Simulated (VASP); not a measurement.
A run of VASP 6.6.1 is set up as follows.

INCAR

```
  PREC = Accurate
  ENCUT = 520
  EDIFF = 1E-7
  ISMEAR = 0
  SIGMA = 0.1
  LREAL = F
  LASPH = T
  NELM = 80
  ALGO = Normal
  ISIF = 2
  LWAVE = F
  LCHARG = F
  GGA = PS
  NBANDS = 8
```

KPOINTS

```
regular mesh
0
Gamma
  18 18 18
```

File POSCAR:

```
P
1.0
    2.4034506261      0.0000000000      0.0000000000
    0.0000000000      2.4034506261      0.0000000000
    0.0000000000      0.0000000000      2.4942611031
P
1
Direct
    0.0000000000      0.0000000000      0.0000000000
```

Potentials or basis: VASP PAW PBE potentials, release 64 (P).

Run with:

```sh
$ cat potpaw_PBE.64/P/POTCAR > POTCAR
$ mpirun -np 1 vasp_std > vasp.out
```

Task: What does it give for the band gap on the k mesh?

Result: Zero (an odd number of electrons rules out a gap without spin polarisation).

Task: What does it give for the pressure?

Result: -1.1 GPa.

Stress tensor (GPa, compression positive):
```
 0.67  0.00  0.00
 0.00  0.67  0.00
 0.00  0.00 -4.50
```

Caveat: the cell differs from its parent crystal (uniaxial strain along c: +3.0 %); the stress differs along the axes, from -5 to 1 GPa; the PAW data sets were made with another functional, which shifts forces and pressure a little; an odd number of electrons without spin polarisation forces a metal; a magnetic or distorted state may lie lower.
